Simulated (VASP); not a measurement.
Wanted: the native input for a VASP 6.6.1 run.

```
Task                   : single point
Functional             : PBE
Potentials or basis    : VASP PAW PBE potentials, release 64 (Ti_sv, C)
Cutoff                 : 520 eV
k mesh                 : 17 × 17 × 17
Occupations            : fermi-dirac, width 0.05 eV
Spin                   : no spin polarisation
Dipole correction      : no
Further INCAR settings : ALGO = Normal; EDIFF = 1e-06; NBANDS = 15
```

The structure of TiC (rocksalt type) lies in POSCAR:

```
TiC
1.0
    0.0000000000      1.9941634772      1.9941634772
    1.9941634772      0.0000000000      1.9941634772
    1.9941634772      1.9941634772      0.0000000000
Ti C
1 1
Direct
    0.0000000000      0.0000000000      0.0000000000
    0.5000000000      0.5000000000      0.5000000000
```

This cell differs from its parent crystal: volume scaled by 0.78, to set the pressure.

These files were run (other wordings do the same):

INCAR

```
PREC = Accurate ; ENCUT = 520
EDIFF = 1E-6 ; ISMEAR = -1
SIGMA = 0.05 ; LREAL = False
LASPH = True ; NELM = 60
ALGO = Normal ; ISIF = 2
LWAVE = False ; LCHARG = False
GGA = PE ; NBANDS = 15
```

KPOINTS

```
Automatic mesh
0
Gamma
  17 17 17
```

Potentials or basis: VASP PAW PBE potentials, release 64 (Ti_sv, C).

The run is started by

```bash
$ cat potpaw_PBE.64/Ti_sv/POTCAR potpaw_PBE.64/C/POTCAR > POTCAR
$ mpirun -np 1 vasp_std > vasp.out
```

Results of the run:

```yaml
Pressure: 101.6 GPa
Band_gap_on_the_k_mesh: zero (band 8 reaches 13.32 eV, above the bottom of band 9 at 12.15 eV)
```

Caveat: the cell differs from its parent crystal (volume scaled by 0.78, to set the pressure).

Wall time 22 s on 1 thread of Intel(R) Xeon(R) Platinum 8488C (Sapphire Rapids) (shared host), peak memory 0.16 GiB.
